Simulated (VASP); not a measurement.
# SrCl2 (R-3m) in VASP: a series of runs

Runs on SrCl2. Level: LDA. Tasks: single point.

All numbers are computed with VASP 6.6.1; they aren't measurements. Logs are shortened: lines on timing, memory, paths and dates and some standing lists are left out, and cuts for length are marked.

## 1. The cell of the first run

Symmetry: R-3m, No. 166, trigonal system. Conventional cell: a = 5.204 Å, b = 5.204 Å, c = 10.834 Å, α = 90.00°, β = 90.00°, γ = 120.00°. Within 3.6 Å of Sr (site symmetry -3m) lie 8 Cl at 2.71 to 3.14 Å. Within 3.6 Å of Cl (site symmetry 3m) lie 4 Sr at 2.71 to 3.14 Å and 6 Cl at 3.51 Å.

## 2. Single point, LDA

Input file INCAR:

```
SYSTEM = SrCl2
ALGO = Normal
EDIFF = 1E-6
ENCUT = 520
ISIF = 2
ISMEAR = 0
LASPH = .True.
LCHARG = .False.
LREAL = .False.
LWAVE = .False.
NBANDS = 19
NELM = 80
PREC = Accurate
SIGMA = 0.05
```

Input file KPOINTS:

```
k-points
0
Gamma
  6 6 6
  0 0 0
```

Input file POSCAR:

```
SrCl2
1.0
   -0.3679527998      3.3115751979      3.3115751979
    3.3115751979     -0.3679527998      3.3115751979
    3.3115751979      3.3115751979     -0.3679527998
Sr Cl
1 2
Direct
    0.0000000000      0.0000000000      0.0000000000
    0.2500000000      0.2500000000      0.2500000000
    0.7500000000      0.7500000000      0.7500000000
```

Potentials or basis: VASP PAW LDA potentials, release 64 (Sr_sv, Cl).

Started as:

```bash
$ cat potpaw_LDA.64/Sr_sv/POTCAR potpaw_LDA.64/Cl/POTCAR > POTCAR
$ mpirun -np 1 vasp_std > vasp.out
```

OUTCAR:

```text
SYSTEM = SrCl2
   EDIFF = 1E-6
   ENCUT = 520
   ISIF = 2
   ISMEAR = 0
   LASPH = .True.
   LREAL = .False.
   NELM = 80
   PREC = Accurate

 ion  position               nearest neighbor table
   1  0.000  0.000  0.000-   2 2.71   3 2.71   3 3.14   3 3.14   3 3.14   2 3.14   2 3.14   2 3.14

   2  0.250  0.250  0.250-   1 2.71   1 3.14   1 3.14   1 3.14
   3  0.750  0.750  0.750-   1 2.71   1 3.14   1 3.14   1 3.14

  LATTYP: Found a trigonal (rhomboedric) cell.
 ALAT       =     4.6977068710
 COS(alpha) =     0.3865030675

  Lattice vectors:

 A1 = (  -0.3679527998,   3.3115751979,   3.3115751979)
 A2 = (   3.3115751979,  -0.3679527998,   3.3115751979)
 A3 = (   3.3115751979,   3.3115751979,  -0.3679527998)

Analysis of symmetry for initial positions (statically):
=====================================================================
 Subroutine PRICEL returns:
 Original cell was already a primitive cell.

 Routine SETGRP: Setting up the symmetry group for a
 trigonal (rhombohedral) supercell.

 Subroutine GETGRP returns: Found 12 space group operations
 (whereof 12 operations were pure point group operations)
 out of a pool of 12 trial point group operations.

The static configuration has the point symmetry D_3d.

Analysis of symmetry for dynamics (positions and initial velocities):
=====================================================================
 Subroutine PRICEL returns:
 Original cell was already a primitive cell.

 Routine SETGRP: Setting up the symmetry group for a
 trigonal (rhombohedral) supercell.

 Subroutine GETGRP returns: Found 12 space group operations
 (whereof 12 operations were pure point group operations)
 out of a pool of 12 trial point group operations.

The dynamic configuration has the point symmetry D_3d.

 Subroutine INISYM returns: Found 12 space group operations
 (whereof 12 operations are pure point group operations),
 and found     1 'primitive' translations

----------------------------------------------------------------------------------------

                                     Primitive cell

  volume of cell :      84.6887

  direct lattice vectors                    reciprocal lattice vectors
    -0.367952800  3.311575198  3.311575198    -0.127893642  0.143880347  0.143880347
     3.311575198 -0.367952800  3.311575198     0.143880347 -0.127893642  0.143880347
     3.311575198  3.311575198 -0.367952800     0.143880347  0.143880347 -0.127893642

  length of vectors
     4.697706871  4.697706871  4.697706871     0.240332878  0.240332878  0.240332878

  position of ions in fractional coordinates (direct lattice)
     0.000000000  0.000000000  0.000000000
     0.250000000  0.250000000  0.250000000
     0.750000000  0.750000000  0.750000000

  ion indices of the primitive-cell ions
   primitive index   ion index
                 1           1
                 2           2
                 3           3

----------------------------------------------------------------------------------------

 KPOINTS: k-points

Automatic generation of k-mesh.
 Grid dimensions read from file:
 generate k-points for:    6    6    6

 Generating k-lattice:

  Cartesian coordinates                     Fractional coordinates (reciprocal lattice)
    -0.021315607  0.023980058  0.023980058     0.166666667 -0.000000000 -0.000000000
     0.023980058 -0.021315607  0.023980058    -0.000000000  0.166666667 -0.000000000
     0.023980058  0.023980058 -0.021315607    -0.000000000 -0.000000000  0.166666667

  Length of vectors
     0.040055480  0.040055480  0.040055480

  Shift w.r.t. Gamma in fractional coordinates (k-lattice)
     0.000000000  0.000000000  0.000000000

 Subroutine IBZKPT returns following result:
 ===========================================

 Found     32 irreducible k-points:

 Following reciprocal coordinates:
            Coordinates               Weight
  0.000000  0.000000  0.000000      1.000000
  0.166667  0.000000  0.000000      6.000000
  0.333333  0.000000 -0.000000      6.000000
  0.500000  0.000000  0.000000      3.000000
  0.166667  0.166667  0.000000      6.000000
  0.333333  0.166667  0.000000     12.000000
[... 16 lines left out ...]
  0.500000  0.500000  0.166667      6.000000
 -0.333333  0.500000  0.166667     12.000000
 [... further k-points ...]
   k-points           NKPTS =     32   k-points in BZ     NKDIM =     32   number of bands    NBANDS=     19
   number of dos      NEDOS =    301   number of ions     NIONS =      3
   total plane-waves  NPLWV =  46656
   dimension x,y,z NGX =    36 NGY =   36 NGZ =   36
   dimension x,y,z NGXF=    72 NGYF=   72 NGZF=   72
   ions per type =               1   2
   NGX,Y,Z   is equivalent  to a cutoff of  12.74, 12.74, 12.74 a.u.
   NGXF,Y,Z  is equivalent  to a cutoff of  25.48, 25.48, 25.48 a.u.
 SYSTEM =  SrCl2
   PREC   = accura    normal or accurate (medium, high low for compatibility)
   ISTART =      0    job   : 0-new  1-cont  2-samecut
   ICHARG =      2    charge: 1-file 2-atom 10-const
   ISPIN  =      1    spin polarized calculation?
   LNONCOLLINEAR =      F non collinear calculations
   LSORBIT =      F    spin-orbit coupling
   LASPH  =      T    aspherical Exc in radial PAW
   ENCUT  =  520.0 eV  38.22 Ry    6.18 a.u.   8.73  8.73  8.73*2*pi/ulx,y,z
   NELM   =     80;   NELMIN=  2; NELMDL= -5     # of ELM steps
   EDIFF  = 0.1E-05   stopping-criterion for ELM
   LREAL  =      F    real-space projection
   EDIFFG = 0.1E-04   stopping-criterion for IOM
   NSW    =      0    number of steps for IOM
   IBRION =     -1    ionic relax: 0-MD 1-quasi-New 2-CG
   NFREE  =      0    steps in history (QN), initial steepest desc. (CG)
   ISIF   =      2    stress and relaxation
   ISYM   =      2    0-nonsym 1-usesym 2-fastsym
   POTIM  = 0.5000    time-step for ionic-motion
   TEBEG  =    0.0;   TEEND  =   0.0 temperature during run
   PSTRESS=    0.0 pullay stress
   NELECT =      24.0000    total number of electrons
   NUPDOWN=      -1.0000    fix difference up-down
   EMIN   =  10.00;   EMAX   =-10.00  energy-range for DOS
   EFERMI =   0.00;   METHOD = LEGACY
   ISMEAR =     0;   SIGMA  =   0.05  broadening in eV -4-tet -1-fermi 0-gaus
   EFERMI_NEDOS =   21; number of points for ismear=-14 and -15
   IALGO  =     38    algorithm
   IMIX   =      4    mixing-type and parameters
     AMIX     =   0.40;   BMIX     =  1.00
     AMIX_MAG =   1.60;   BMIX_MAG =  1.00
  volume/ion in A,a.u.               =      28.23       190.50
  Fermi-wavevector in a.u.,A,eV,Ry     =   1.075318  2.032056 15.732530  1.156308
  Thomas-Fermi vector in A             =   2.211171
   LORBIT       =      0    0 simple, 1 ext, 2 COOP (PROOUT), +10 PAW based schemes
   GGA     = CA    functional components
   LHFCALC =     F    Hartree Fock is set to
   AEXX    =    0.0000 exact exchange contribution
   IVDW    =     0    specifies the selected vdW correction
   LEPSILON=     F    determine dielectric tensor
   LRPA    =     F    only Hartree local field effects (RPA)
 non-spin polarized calculation
 Gauss-broadening in eV      SIGMA  =   0.05
  energy-cutoff  :      520.00
  volume of cell :       84.69
 maximum number of plane-waves:      2305
   NGX = 17   NGY = 17   NGZ = 17

 number of electron      23.9999993 magnetization

 Free energy of the ion-electron system (eV)
  ---------------------------------------------------
  ext. energy  EPLUGINS =         0.00000000
  ---------------------------------------------------
  free energy    TOTEN  =       -13.82045586 eV

  energy without entropy =      -13.82045586  energy(sigma->0) =      -13.82045586

 E-fermi :   0.1490     XC(G=0):  -8.7988

 val. band max:       -0.0947544956   @ k =   0.5000   0.5000   0.0000
 cond. band min:       4.7885179637   @ k =   0.0000   0.0000   0.0000
 fundamental gap:      4.8832724593
 Fermi energy:         0.1490123524

 k-point     1 :       0.0000    0.0000    0.0000
  band No.  band energies     occupation
      1     -32.6417      2.00000
      2     -14.9325      2.00000
      3     -14.7526      2.00000
      4     -14.7526      2.00000
      5     -13.3014      2.00000
      6     -12.2919      2.00000
[... 11 lines left out ...]
     18       8.8793      0.00000
     19       8.8793      0.00000

 k-point     2 :       0.1667    0.0000    0.0000
  band No.  band energies     occupation
      1     -32.6409      2.00000
      2     -14.9829      2.00000
      3     -14.7929      2.00000
      4     -14.7538      2.00000
      5     -13.1663      2.00000
      6     -12.3379      2.00000
[... 11 lines left out ...]
     18       8.8551      0.00000
     19       9.1609      0.00000

 k-point     3 :       0.3333    0.0000   -0.0000
  band No.  band energies     occupation
      1     -32.6392      2.00000
      2     -15.1159      2.00000
      3     -14.8020      2.00000
      4     -14.7561      2.00000
      5     -12.9670      2.00000
      6     -12.3916      2.00000
[... 11 lines left out ...]
     18       8.3533      0.00000
     19       9.5547      0.00000

 k-point     4 :       0.5000    0.0000    0.0000
  band No.  band energies     occupation
      1     -32.6383      2.00000
      2     -15.1802      2.00000
      3     -14.7954      2.00000
      4     -14.7572      2.00000
      5     -12.9116      2.00000
      6     -12.3840      2.00000
[... 11 lines left out ...]
     18       8.0966      0.00000
     19       9.6074      0.00000

 k-point     5 :       0.1667    0.1667    0.0000
  band No.  band energies     occupation
      1     -32.6403      2.00000
      2     -15.0326      2.00000
      3     -14.7829      2.00000
      4     -14.7646      2.00000
      5     -13.0666      2.00000
      6     -12.3902      2.00000
[... 11 lines left out ...]
     18       8.5761      0.00000
     19       9.3362      0.00000
[... 334 lines left out ...]
      2     -15.1817      2.00000
      3     -14.9095      2.00000
      4     -14.7816      2.00000
      5     -12.7208      2.00000
      6     -12.4140      2.00000
[... 11 lines left out ...]
     18       8.8336      0.00000
     19      10.2524      0.00000

 k-point    22 :      -0.1667    0.3333    0.1667
  band No.  band energies     occupation
      1     -32.6378      2.00000
      2     -15.1324      2.00000
      3     -14.8846      2.00000
      4     -14.7832      2.00000
      5     -12.7917      2.00000
      6     -12.4238      2.00000
[... 11 lines left out ...]
     18       8.4010      0.00000
     19       9.9252      0.00000

 k-point    23 :       0.5000    0.5000    0.1667
  band No.  band energies     occupation
      1     -32.6356      2.00000
      2     -15.2803      2.00000
      3     -14.8177      2.00000
      4     -14.7965      2.00000
      5     -12.7488      2.00000
      6     -12.3630      2.00000
[... 11 lines left out ...]
     18       9.2242      0.00000
     19       9.8978      0.00000

 k-point    24 :      -0.3333    0.5000    0.1667
  band No.  band energies     occupation
      1     -32.6360      2.00000
      2     -15.2365      2.00000
      3     -14.8664      2.00000
      4     -14.7969      2.00000
      5     -12.7325      2.00000
      6     -12.3679      2.00000
[... 11 lines left out ...]
     18       9.2291      0.00000
     19       9.8814      0.00000

 [... further k-points ...]
[... 5 lines left out ...]
  --------------------------------------------------------------------------------------
  -------------------------------------------------------------------------------------
  Total       -0.4591544     -0.4591544     -0.4591544      1.5881297      1.5881297      1.5881297
  in kB       -8.6864851     -8.6864851     -8.6864851     30.0449364     30.0449364     30.0449364
  external PRESSURE =      -8.6864851 kB  Pullay stress =       0.0000000 kB

 VOLUME and BASIS-vectors are now :
 -----------------------------------------------------------------------------
  energy-cutoff  :      520.00
  volume of cell :       84.69
      direct lattice vectors                 reciprocal lattice vectors
    -0.367952800  3.311575198  3.311575198    -0.127893642  0.143880347  0.143880347
     3.311575198 -0.367952800  3.311575198     0.143880347 -0.127893642  0.143880347
     3.311575198  3.311575198 -0.367952800     0.143880347  0.143880347 -0.127893642

 POSITION                                       TOTAL-FORCE (eV/Angst)
 -----------------------------------------------------------------------------------
      0.00000      0.00000      0.00000         0.000000     -0.000000     -0.000000
      1.56380      1.56380      1.56380         0.475117      0.475117      0.475117
      4.69140      4.69140      4.69140        -0.475117     -0.475117     -0.475117
 -----------------------------------------------------------------------------------
    total drift:                                0.000000      0.000000      0.000000

  FREE ENERGIE OF THE ION-ELECTRON SYSTEM (eV)
  ---------------------------------------------------
  free  energy   TOTEN  =       -13.8204558563 eV

  energy  without entropy=      -13.8204558563  energy(sigma->0) =      -13.82045586
```

Wall time 34 s (1 thread of Intel Xeon Platinum 8259CL at 2.50GHz (Skylake/Cascade Lake), shared host); peak memory 0.2 GiB.

What came out:

| Property | Result |
| --- | --- |
| Free energy | -13.8205 eV |
| Pressure | -0.9 GPa |
| Largest force | 0.823 eV/Å |
| Band gap on the k mesh | 4.88 eV, indirect (least direct gap 5.15 eV) |

Forces in eV/Å, atoms in the order of the input:
```
Sr   0.000  0.000  0.000
Cl   0.475  0.475  0.475
Cl  -0.475 -0.475 -0.475
```

Levels at points of the mesh, in eV from the valence-band top:
```
           k point  band 9  band 10  band 11  band 12  band 13  band 14  band 15  band 16
(0.00, 0.00, 0.00)   -2.09    -0.36    -0.27    -0.27     4.88     5.94     5.94     8.23
(0.50, 0.00, 0.00)   -1.48    -1.36    -1.08    -0.84     6.18     6.82     7.29     7.55
(0.50, 0.50, 0.00)   -1.61    -0.71    -0.22     0.00     5.28     6.65     7.45     7.75
(0.50, 0.50, 0.50)   -1.54    -1.19    -1.13    -1.13     6.80     6.80     7.43     7.57
```

 A k mesh can miss the band edges.

[end of part 1 of 2]
